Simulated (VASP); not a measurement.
Input of a VASP 6.6.1 run:

POSCAR

```
AlN
1.0
    0.0000000000      2.0797839241      2.1848764830
    2.1848764830      0.0000000000      2.1848764830
    2.1848764830      2.0797839241      0.0000000000
Al N
1 1
Direct
    0.0000000000      0.0000000000      0.0000000000
    0.7500000000      0.7500000000      0.7500000000
```

File INCAR.step1:

```
SYSTEM = AlN
ALGO = Normal
EDIFF = 1E-5
ENCUT = 520
GGA = PE
ISIF = 2
ISMEAR = 0
LASPH = .True.
LCHARG = .False.
LREAL = .False.
LWAVE = .True.
NBANDS = 11
NELM = 60
PREC = Accurate
SIGMA = 0.01
```

Contents of INCAR.step2:

```
SYSTEM = AlN
ALGO = Normal
EDIFF = 1E-6
ENCUT = 520
GGA = PE
HFSCREEN = 0.2079
ISIF = 2
ISMEAR = 0
ISTART = 1
LASPH = .True.
LCHARG = .False.
LHFCALC = .True.
LREAL = .False.
LWAVE = .False.
NBANDS = 11
NELM = 60
PREC = Accurate
PRECFOCK = Normal
SIGMA = 0.01
```

The input KPOINTS:

```
k-points
0
Gamma
  8 8 8
  0 0 0
```

Potentials or basis: VASP PAW PBE potentials, release 64 (Al, N).

Command:

```sh
$ cat potpaw_PBE.64/Al/POTCAR potpaw_PBE.64/N/POTCAR > POTCAR
$ cp INCAR.step1 INCAR
$ mpirun -np 1 vasp_std > vasp.out
$ cp INCAR.step2 INCAR
$ mpirun -np 1 vasp_std > vasp.out
```

Problem. Estimate the pressure.

Solution. 10.4 GPa.

Problem. Estimate the band gap on the k mesh.

Solution. 4.32 eV (least direct gap 5.88 eV).

Stress tensor (GPa, compression positive):
```
 8.48  0.00  0.00
 0.00 14.12  0.00
 0.00  0.00  8.48
```

Caveat: the cell differs from its parent crystal (uniaxial y strain -4.8%); the stress differs along the axes, from 8 to 14 GPa; the PAW data sets were made with another functional, which shifts forces and pressure a little. A k mesh can miss the band edges.
